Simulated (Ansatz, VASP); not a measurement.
One calculation of PIr2, two programs

```xyz
3
Lattice="0.0000 2.7767 2.7767 2.7767 0.0000 2.7767 2.7767 2.7767 0.0000" Properties=species:S:1:pos:R:3 pbc="T T T"
P     0.0000    0.0000    0.0000
Ir    1.3883    1.3883    1.3883
Ir    4.1650    4.1650    4.1650
```

Change from the starting cell: volume scaled by 1.01, crystal datasets.

Alike in both runs: task electric field gradients; functional LDA; k mesh 11 × 11 × 11; occupations fermi-dirac, width 0.05 eV; no spin polarisation.

```csv
,VASP,Ansatz
version,VASP 6.6.1,Ansatz 0.2.0
potentials or method,"VASP PAW LDA potentials, release 64 (P, Ir), cutoff 520 eV","all-electron PAW with datasets made for the crystal, scalar-relativistic"
```

|  | VASP | Ansatz | Ansatz less VASP |
| --- | --- | --- | --- |
| pressure (GPa) | -5.9 | -7.6 | -1.76 |

LDA's correlation is that of Perdew and Zunger in VASP and of Perdew and Wang (1992) in Ansatz. Ansatz ran all-electron here, and VASP with PAW potentials.

Neither program's run includes spin-orbit coupling.
